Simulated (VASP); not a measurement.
KF:

```xyz
4
Lattice="3.4031 0.0000 0.0000 -1.7016 2.9472 0.0000 0.0000 0.0000 8.3594" Properties=species:S:1:pos:R:3 pbc="T T T"
K     0.0000    0.0000    4.1797
K     0.0000    0.0000    0.0000
F     1.7016    0.9824    6.2695
F     0.0000    1.9648    2.0898
```

The cell was built from a structure type or drawn by symmetry, and may not be a known phase.

```yaml
Program: VASP 6.6.1
Task: relaxation of cell and atoms
Functional: PBE
Potentials_or_basis: VASP PAW PBE potentials, release 64 (K_sv, F)
Cutoff: 600 eV
k_mesh: 5 × 5 × 2
Occupations: gaussian, width 0.15 eV
Spin: no spin polarisation
```

At the start: pressure -2.6 GPa; volume 20.96 Å³/atom.

Problem. Where does the relaxation end?

Solution. Over 7 steps the energy falls by 285.8 meV/atom and the volume is 20.16 Å³/atom (-3.8 %); space group P6_3/mmc (No. 194, to 0.1 Å) before and after.

Step by step:
```tsv
step	energy change (eV)	largest force (eV/Å)	pressure (GPa)	volume (Å³)
1	0.0000	0.0000	-2.58	83.84
2	-0.8221	0.0000	-0.78	79.29
3	-1.0530	0.0000	1.03	76.17
4	-0.8532	0.0000	6.69	68.92
5	-1.0917	0.0000	2.56	73.91
6	-1.1356	0.0000	0.88	77.53
7	-1.1431	0.0000	-0.31	80.66
```

Final structure:
```
CELL_PARAMETERS angstrom
3.74182 0.00000 0.00000
-1.87091 3.24051 0.00000
0.00000 0.00000 6.65179
ATOMIC_POSITIONS crystal
K 0.00000 0.00000 0.50000
K 0.00000 0.00000 0.00000
F 0.66667 0.33333 0.75000
F 0.33333 0.66667 0.25000
```

Caveat: the k points lie up to 0.47 Å⁻¹ apart in the final cell; a cell axis changed by over 15 % at a fixed basis, so the end point is rough.
